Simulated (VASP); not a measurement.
# HfC5 (Pmmm) in VASP: a series of runs

The runs below take HfC5 through single point, with PBE.

Program: VASP 6.6.1. These are calculated values, not measurements. Logs are shortened: lines on timing, memory, paths and dates and some standing lists are left out, and cuts for length are marked.

## (1) The cell of the first run

It takes space group Pmmm (No. 47, orthorhombic). The conventional cell has a = 4.326 Å, b = 4.799 Å, c = 8.481 Å, α = 90.00°, β = 90.00°, γ = 90.00°. Within 2.9 Å of Hf (site symmetry mmm) lie 4 C at 2.16 to 2.40 Å. Hf (site symmetry mmm) has 4 C at 2.16 to 2.40 Å within 2.9 Å. Within 1.9 Å of C (site symmetry 2mm) lie 3 C at 1.41 to 1.43 Å. C (site symmetry m) has 3 C at 1.40 to 1.43 Å within 1.9 Å. C (site symmetry 2mm) has 3 C at 1.40 to 1.43 Å within 1.9 Å. C (site symmetry mmm) has 4 Hf at 2.16 to 2.40 Å within 2.9 Å. C (site symmetry mmm) has 4 Hf at 2.16 to 2.40 Å within 2.9 Å.

## (2) Single point, PBE (14.67 Å³/atom)

The input, INCAR:

```
ALGO = Normal ; EDIFF = 1E-6
ENCUT = 520 ; GGA = PE
ISIF = 2 ; ISMEAR = 0
LASPH = True ; LCHARG = False
LREAL = False ; LWAVE = False
NBANDS = 42 ; NELM = 80
PREC = Accurate ; SIGMA = 0.1
```

The input, KPOINTS:

```
k-points
0
Gamma
  8 6 4
```

The input, POSCAR:

```
HfC5
1.0
    4.3260999476      0.0000000000      0.0000000000
    0.0000000000      4.7985311379      0.0000000000
    0.0000000000      0.0000000000      8.4812539155
Hf C
2 10
Direct
    0.0000000000      0.0000000000      0.5000000000
    0.5000000000      0.5000000000      0.5000000000
    0.3344011656      0.5000000000      0.0000000000
    0.1655523417      0.7501256132      0.0000000000
    0.3344545195      0.0000000000      0.0000000000
    0.1655523417      0.2498743868      0.0000000000
    0.6655988344      0.5000000000      0.0000000000
    0.8344476583      0.2498743868      0.0000000000
    0.6655454805      0.0000000000      0.0000000000
    0.8344476583      0.7501256132      0.0000000000
    0.5000000000      0.0000000000      0.5000000000
    0.0000000000      0.5000000000      0.5000000000
```

Potentials or basis: VASP PAW PBE potentials, release 64 (Hf_pv, C).

Started as:

```bash
cat potpaw_PBE.64/Hf_pv/POTCAR potpaw_PBE.64/C/POTCAR > POTCAR
mpirun -np 1 vasp_std > vasp.out
```

OUTCAR:

```text
EDIFF = 1E-6
   ENCUT = 520
   GGA = PE
   ISIF = 2
   ISMEAR = 0
   LASPH = True
   LREAL = False
   NELM = 80
   PREC = Accurate

 ion  position               nearest neighbor table
   1  0.000  0.000  0.500-  11 2.16  11 2.16  12 2.40  12 2.40   2 3.23   2 3.23   2 3.23   2 3.23

   2  0.500  0.500  0.500-  12 2.16  12 2.16  11 2.40  11 2.40   1 3.23   1 3.23   1 3.23   1 3.23

   3  0.334  0.500  0.000-   4 1.41   6 1.41   7 1.43
   4  0.166  0.750  0.000-   5 1.40   3 1.41  10 1.43
   5  0.334  0.000  0.000-   4 1.40   6 1.40   9 1.43
   6  0.166  0.250  0.000-   5 1.40   3 1.41   8 1.43
   7  0.666  0.500  0.000-   8 1.41  10 1.41   3 1.43
   8  0.834  0.250  0.000-   9 1.40   7 1.41   6 1.43
   9  0.666  0.000  0.000-   8 1.40  10 1.40   5 1.43
  10  0.834  0.750  0.000-   9 1.40   7 1.41   4 1.43
  11  0.500  0.000  0.500-   1 2.16   1 2.16   2 2.40   2 2.40
  12  0.000  0.500  0.500-   2 2.16   2 2.16   1 2.40   1 2.40

  LATTYP: Found a simple orthorhombic cell.
 ALAT       =     4.3260999476
 B/A-ratio  =     1.1092048718
 C/A-ratio  =     1.9604849676

  Lattice vectors:

 A1 = (   4.3260999476,   0.0000000000,   0.0000000000)
 A2 = (   0.0000000000,   4.7985311379,   0.0000000000)
 A3 = (   0.0000000000,   0.0000000000,   8.4812539155)

Analysis of symmetry for initial positions (statically):
=====================================================================
 Subroutine PRICEL returns:
 Original cell was already a primitive cell.

 Routine SETGRP: Setting up the symmetry group for a
 simple orthorhombic supercell.

 Subroutine GETGRP returns: Found  8 space group operations
 (whereof  8 operations were pure point group operations)
 out of a pool of  8 trial point group operations.

The static configuration has the point symmetry D_2h.

Analysis of symmetry for dynamics (positions and initial velocities):
=====================================================================
 Subroutine PRICEL returns:
 Original cell was already a primitive cell.

 Routine SETGRP: Setting up the symmetry group for a
 simple orthorhombic supercell.

 Subroutine GETGRP returns: Found  8 space group operations
 (whereof  8 operations were pure point group operations)
 out of a pool of  8 trial point group operations.

The dynamic configuration has the point symmetry D_2h.

 Subroutine INISYM returns: Found  8 space group operations
 (whereof  8 operations are pure point group operations),
 and found     1 'primitive' translations

----------------------------------------------------------------------------------------

                                     Primitive cell

  volume of cell :     176.0617

  direct lattice vectors                    reciprocal lattice vectors
     4.326099948  0.000000000  0.000000000     0.231155085  0.000000000  0.000000000
     0.000000000  4.798531138  0.000000000     0.000000000  0.208397106  0.000000000
     0.000000000  0.000000000  8.481253915     0.000000000  0.000000000  0.117907094

  length of vectors
     4.326099948  4.798531138  8.481253915     0.231155085  0.208397106  0.117907094

  position of ions in fractional coordinates (direct lattice)
     0.000000000  0.000000000  0.500000000
     0.500000000  0.500000000  0.500000000
     0.334401166  0.500000000  0.000000000
     0.165552342  0.750125613  0.000000000
     0.334454519  0.000000000  0.000000000
     0.165552342  0.249874387  0.000000000
     0.665598834  0.500000000  0.000000000
     0.834447658  0.249874387  0.000000000
     0.665545481  0.000000000  0.000000000
     0.834447658  0.750125613  0.000000000
     0.500000000  0.000000000  0.500000000
     0.000000000  0.500000000  0.500000000

  ion indices of the primitive-cell ions
   primitive index   ion index
                 1           1
                 2           2
                 3           3
                 4           4
                 5           5
                 6           6
                 7           7
                 8           8
                 9           9
                10          10
                11          11
                12          12

----------------------------------------------------------------------------------------

 KPOINTS: k-points

Automatic generation of k-mesh.
 Grid dimensions read from file:
 generate k-points for:    8    6    4

 Generating k-lattice:

  Cartesian coordinates                     Fractional coordinates (reciprocal lattice)
     0.028894386  0.000000000  0.000000000     0.125000000  0.000000000  0.000000000
     0.000000000  0.034732851  0.000000000     0.000000000  0.166666667  0.000000000
     0.000000000  0.000000000  0.029476773     0.000000000  0.000000000  0.250000000

  Length of vectors
     0.028894386  0.034732851  0.029476773

  Shift w.r.t. Gamma in fractional coordinates (k-lattice)
     0.000000000  0.000000000  0.000000000

 Subroutine IBZKPT returns following result:
 ===========================================

 Found     60 irreducible k-points:

 Following reciprocal coordinates:
            Coordinates               Weight
  0.000000  0.000000  0.000000      1.000000
  0.125000  0.000000  0.000000      2.000000
  0.250000  0.000000  0.000000      2.000000
  0.375000  0.000000  0.000000      2.000000
  0.500000  0.000000  0.000000      1.000000
  0.000000  0.166667  0.000000      2.000000
[... 16 lines left out ...]
  0.250000  0.000000  0.250000      4.000000
  0.375000  0.000000  0.250000      4.000000
 [... further k-points ...]
   k-points           NKPTS =     60   k-points in BZ     NKDIM =     60   number of bands    NBANDS=     42
   number of dos      NEDOS =    301   number of ions     NIONS =     12
   total plane-waves  NPLWV =  73728
   dimension x,y,z NGX =    32 NGY =   36 NGZ =   64
   dimension x,y,z NGXF=    64 NGYF=   72 NGZF=  128
   ions per type =               2  10
   NGX,Y,Z   is equivalent  to a cutoff of  12.30, 12.47, 12.55 a.u.
   NGXF,Y,Z  is equivalent  to a cutoff of  24.59, 24.94, 25.09 a.u.
 SYSTEM =  unknown system
   PREC   = accura    normal or accurate (medium, high low for compatibility)
   ISTART =      0    job   : 0-new  1-cont  2-samecut
   ICHARG =      2    charge: 1-file 2-atom 10-const
   ISPIN  =      1    spin polarized calculation?
   LNONCOLLINEAR =      F non collinear calculations
   LSORBIT =      F    spin-orbit coupling
   LASPH  =      T    aspherical Exc in radial PAW
   ENCUT  =  520.0 eV  38.22 Ry    6.18 a.u.   8.04  8.92 15.77*2*pi/ulx,y,z
   NELM   =     80;   NELMIN=  2; NELMDL= -5     # of ELM steps
   EDIFF  = 0.1E-05   stopping-criterion for ELM
   LREAL  =      F    real-space projection
   EDIFFG = 0.1E-04   stopping-criterion for IOM
   NSW    =      0    number of steps for IOM
   IBRION =     -1    ionic relax: 0-MD 1-quasi-New 2-CG
   NFREE  =      0    steps in history (QN), initial steepest desc. (CG)
   ISIF   =      2    stress and relaxation
   ISYM   =      2    0-nonsym 1-usesym 2-fastsym
   POTIM  = 0.5000    time-step for ionic-motion
   TEBEG  =    0.0;   TEEND  =   0.0 temperature during run
   PSTRESS=    0.0 pullay stress
   NELECT =      60.0000    total number of electrons
   NUPDOWN=      -1.0000    fix difference up-down
   EMIN   =  10.00;   EMAX   =-10.00  energy-range for DOS
   EFERMI =   0.00;   METHOD = LEGACY
   ISMEAR =     0;   SIGMA  =   0.10  broadening in eV -4-tet -1-fermi 0-gaus
   EFERMI_NEDOS =   21; number of points for ismear=-14 and -15
   IALGO  =     38    algorithm
   IMIX   =      4    mixing-type and parameters
     AMIX     =   0.40;   BMIX     =  1.00
     AMIX_MAG =   1.60;   BMIX_MAG =  1.00
  volume/ion in A,a.u.               =      14.67        99.01
  Fermi-wavevector in a.u.,A,eV,Ry     =   1.143502  2.160905 17.790936  1.307597
  Thomas-Fermi vector in A             =   2.280197
   LORBIT       =      0    0 simple, 1 ext, 2 COOP (PROOUT), +10 PAW based schemes
   GGA     = PE    functional components
   LHFCALC =     F    Hartree Fock is set to
   AEXX    =    0.0000 exact exchange contribution
   IVDW    =     0    specifies the selected vdW correction
   LEPSILON=     F    determine dielectric tensor
   LRPA    =     F    only Hartree local field effects (RPA)
 non-spin polarized calculation
 Gauss-broadening in eV      SIGMA  =   0.10
  energy-cutoff  :      520.00
  volume of cell :      176.06
 maximum number of plane-waves:      4764
   NGX = 17   NGY = 17   NGZ = 31

 number of electron      59.9999995 magnetization

 Free energy of the ion-electron system (eV)
  ---------------------------------------------------
  ext. energy  EPLUGINS =         0.00000000
  ---------------------------------------------------
  free energy    TOTEN  =      -109.49864176 eV

  energy without entropy =     -109.49277594  energy(sigma->0) =     -109.49570885

 E-fermi :   2.7766     XC(G=0):  -8.9509

 val. band max:        2.7604588071   @ k =   0.0000   0.1667   0.0000
 cond. band min:       2.7873526626   @ k =   0.2500   0.0000   0.0000
 fundamental gap:      0.0268938556
 Fermi energy:         2.7765815862

 k-point     1 :       0.0000    0.0000    0.0000
  band No.  band energies     occupation
      1     -28.4626      2.00000
      2     -28.3946      2.00000
      3     -27.8949      2.00000
      4     -27.7473      2.00000
      5     -27.5282      2.00000
      6     -27.4587      2.00000
[... 34 lines left out ...]
     41       6.5089      0.00000
     42       8.0429      0.00000

 k-point     2 :       0.1250    0.0000    0.0000
  band No.  band energies     occupation
      1     -28.4598      2.00000
      2     -28.3969      2.00000
      3     -27.8811      2.00000
      4     -27.7399      2.00000
      5     -27.5423      2.00000
      6     -27.4734      2.00000
[... 979 lines left out ...]
     41       7.3845      0.00000
     42       7.9726      0.00000

 k-point    24 :       0.3750    0.0000    0.2500
  band No.  band energies     occupation
      1     -28.4402      2.00000
      2     -28.4138      2.00000
      3     -27.7826      2.00000
      4     -27.6791      2.00000
      5     -27.6423      2.00000
      6     -27.5692      2.00000
[... 34 lines left out ...]
     41       7.8796      0.00000
     42       8.6039      0.00000

 [... further k-points ...]
[... 5 lines left out ...]
  --------------------------------------------------------------------------------------
  -------------------------------------------------------------------------------------
  Total       -0.0768042     -0.1660121     -0.1343367      0.0000000      0.0000000      0.0000000
  in kB       -0.6989252     -1.5107247     -1.2224763      0.0000000      0.0000000      0.0000000
  external PRESSURE =      -1.1440420 kB  Pullay stress =       0.0000000 kB

 VOLUME and BASIS-vectors are now :
 -----------------------------------------------------------------------------
  energy-cutoff  :      520.00
  volume of cell :      176.06
      direct lattice vectors                 reciprocal lattice vectors
     4.326099948  0.000000000  0.000000000     0.231155085  0.000000000  0.000000000
     0.000000000  4.798531138  0.000000000     0.000000000  0.208397106  0.000000000
     0.000000000  0.000000000  8.481253915     0.000000000  0.000000000  0.117907094

 POSITION                                       TOTAL-FORCE (eV/Angst)
 -----------------------------------------------------------------------------------
      0.00000      0.00000      4.24063        -0.000000     -0.000000      0.000000
      2.16305      2.39927      4.24063        -0.000000     -0.000000      0.000000
      1.44665      2.39927      0.00000         0.005260     -0.000000      0.000000
      0.71620      3.59950      0.00000        -0.006057     -0.002129     -0.000000
      1.44688      0.00000      0.00000         0.007619     -0.000000      0.000000
      0.71620      1.19903      0.00000        -0.006057      0.002129     -0.000000
      2.87945      2.39927      0.00000        -0.005260     -0.000000      0.000000
      3.60990      1.19903      0.00000         0.006057      0.002129      0.000000
      2.87922      0.00000      0.00000        -0.007619     -0.000000      0.000000
      3.60990      3.59950      0.00000         0.006057     -0.002129      0.000000
      2.16305      0.00000      4.24063        -0.000000     -0.000000      0.000000
      0.00000      2.39927      4.24063        -0.000000     -0.000000      0.000000
 -----------------------------------------------------------------------------------
    total drift:                                0.000000      0.000000      0.000000

  FREE ENERGIE OF THE ION-ELECTRON SYSTEM (eV)
  ---------------------------------------------------
  free  energy   TOTEN  =      -109.4986417604 eV

  energy  without entropy=     -109.4927759426  energy(sigma->0) =     -109.49570885
```

It took 15 min on 1 thread of Intel Xeon 8259CL, shared host; peak memory 0.47 GiB.

Results:

- Free energy: -109.4986 eV
- Pressure: -0.1 GPa
- Largest force: 0.008 eV/Å
- Band gap on the k mesh: zero (bands 30 and 31 overlap by 0.63 eV)

Forces in eV/Å, atoms in the order of the input:
```
Hf   0.000  0.000  0.000
Hf   0.000  0.000  0.000
C    0.005  0.000  0.000
C   -0.006 -0.002  0.000
C    0.008  0.000  0.000
C   -0.006  0.002  0.000
C   -0.005  0.000  0.000
C    0.006  0.002  0.000
C   -0.008  0.000  0.000
C    0.006 -0.002  0.000
C    0.000  0.000  0.000
C    0.000  0.000  0.000
```

Levels at points of the mesh, in eV from the Fermi level:
```csv
k point,band 27,band 28,band 29,band 30,band 31,band 32,band 33,band 34
"(0.00, 0.00, 0.00)",-0.37,-0.33,-0.23,0.49,0.51,0.99,1.00,1.29
"(0.50, 0.00, 0.00)",-1.90,-1.89,-1.80,-1.80,0.89,0.89,1.23,1.37
"(0.00, 0.50, 0.00)",-1.53,-1.53,-0.59,-0.59,0.72,0.77,0.78,0.78
"(0.50, 0.50, 0.00)",-2.44,-2.43,-2.37,-2.36,1.14,1.14,3.60,3.60
"(0.00, 0.00, 0.50)",-0.37,-0.22,0.07,0.46,0.51,0.95,1.00,1.15
"(0.50, 0.00, 0.50)",-1.97,-1.97,-1.81,-1.79,0.99,1.14,1.39,1.52
"(0.00, 0.50, 0.50)",-1.61,-1.61,-0.58,-0.58,0.65,0.74,1.08,1.13
"(0.50, 0.50, 0.50)",-2.43,-2.43,-2.43,-2.43,1.32,1.33,3.61,3.61
```

Caveat: spin-orbit coupling is left out, which moves the levels of the heavy elements.

## (3) Single point, PBE (15.10 Å³/atom)

This run uses another cell than the first one, of 15.10 Å³/atom.

The input, INCAR:

```
PREC = Accurate ; ENCUT = 520
EDIFF = 1E-6 ; ISMEAR = 0
SIGMA = 0.1 ; LREAL = False
LASPH = True ; NELM = 100
ALGO = Normal ; ISIF = 2
LWAVE = False ; LCHARG = True
GGA = PE ; LELF = True
LVHAR = True ; NBANDS = 42
```

The input, KPOINTS:

```
regular mesh
0
Gamma
  8 6 4
```

The input, POSCAR:

```
HfC5
1.0
    4.3263379492      0.0000000000      0.0000000000
    0.0000000000      4.7984088230      0.0000000000
    0.0000000000      0.0000000000      8.7280230440
Hf C
2 10
Direct
    0.0000000000      0.0000000000      0.5000000000
    0.5000000000      0.5000000000      0.5000000000
    0.3343922110      0.5000000000      0.0000000000
    0.1655705378      0.7500959908      0.0000000000
    0.3344384552      0.0000000000      0.0000000000
    0.1655705378      0.2499040092      0.0000000000
    0.6656077890      0.5000000000      0.0000000000
    0.8344294622      0.2499040092      0.0000000000
    0.6655615448      0.0000000000      0.0000000000
    0.8344294622      0.7500959908      0.0000000000
    0.5000000000      0.0000000000      0.5000000000
    0.0000000000      0.5000000000      0.5000000000
```

Potentials or basis: VASP PAW PBE potentials, release 64 (Hf_pv, C).

Started as:

```bash
cat potpaw_PBE.64/Hf_pv/POTCAR potpaw_PBE.64/C/POTCAR > POTCAR
mpirun -np 1 vasp_std > vasp.out
```

Wall time 15 min (1 thread of Intel Xeon 8259CL, shared host); peak memory 0.5 GiB.

It converged, with:

```
Free energy            : -109.4962 eV
Pressure               : -0.1 GPa
Band gap on the k mesh : zero (bands 30 and 31 overlap by 0.59 eV)
```

Stress tensor (GPa, compression positive):
```
-0.10  0.00  0.00
 0.00 -0.20  0.00
 0.00  0.00 -0.13
```

Levels at points of the mesh, in eV from the Fermi level:
| k point | band 26 | band 27 | band 28 | band 29 | band 30 | band 31 | band 32 | band 33 | band 34 | band 35 |
| --- | --- | --- | --- | --- | --- | --- | --- | --- | --- | --- |
| (0.00, 0.00, 0.00) | -1.34 | -0.37 | -0.32 | -0.23 | 0.50 | 0.51 | 0.99 | 1.00 | 1.33 | 1.50 |
| (0.50, 0.00, 0.00) | -2.53 | -1.91 | -1.90 | -1.80 | -1.80 | 0.90 | 0.91 | 1.31 | 1.42 | 1.78 |
| (0.00, 0.50, 0.00) | -1.56 | -1.54 | -1.54 | -0.59 | -0.59 | 0.78 | 0.79 | 0.80 | 0.82 | 1.94 |
| (0.50, 0.50, 0.00) | -4.70 | -2.43 | -2.43 | -2.38 | -2.38 | 1.16 | 1.16 | 3.61 | 3.61 | 4.36 |
| (0.00, 0.00, 0.50) | -1.33 | -0.37 | -0.22 | 0.02 | 0.47 | 0.51 | 0.96 | 1.00 | 1.23 | 1.50 |
| (0.50, 0.00, 0.50) | -2.53 | -1.96 | -1.96 | -1.80 | -1.79 | 1.02 | 1.11 | 1.44 | 1.52 | 1.75 |
| (0.00, 0.50, 0.50) | -1.61 | -1.56 | -1.56 | -0.58 | -0.58 | 0.72 | 0.79 | 1.05 | 1.09 | 1.92 |
| (0.50, 0.50, 0.50) | -4.66 | -2.43 | -2.43 | -2.43 | -2.42 | 1.30 | 1.31 | 3.61 | 3.61 | 3.84 |

Caveat: spin-orbit coupling is left out, which moves the levels of the heavy elements.

The gap in the log of VASP goes by the Fermi energy; the results here count the filled bands.